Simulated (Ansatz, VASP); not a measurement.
InSb: VASP beside Ansatz

```xyz
2
Lattice="0.0000 3.1953 3.1953 3.1953 0.0000 3.1953 3.1953 3.1953 0.0000" Properties=species:S:1:pos:R:3 pbc="T T T"
In    0.0000    0.0000    0.0000
Sb    4.7930    4.7930    4.7930
```

Change from the starting cell: volume scaled by 0.96, crystal datasets.

Alike in both runs: task electric field gradients; functional LDA; k mesh 10 × 10 × 10; occupations fermi-dirac, width 0.03 eV; no spin polarisation.

|  | VASP | Ansatz |
| --- | --- | --- |
| version | VASP 6.6.1 | Ansatz 0.2.0 |
| potentials or method | VASP PAW LDA potentials, release 64 (In_d, Sb), cutoff 520 eV | all-electron PAW with datasets made for the crystal, scalar-relativistic |

Ansatz gave:

| Item | Value |
| --- | --- |
| pressure (GPa) | 1.4 |

**Question.** What did VASP give for the same quantities?

**Answer.** Pressure (GPa): 1.5.

LDA's correlation is that of Perdew and Zunger in VASP and of Perdew and Wang (1992) in Ansatz. Ansatz ran all-electron here, and VASP with PAW potentials.

Neither program's run includes spin-orbit coupling.
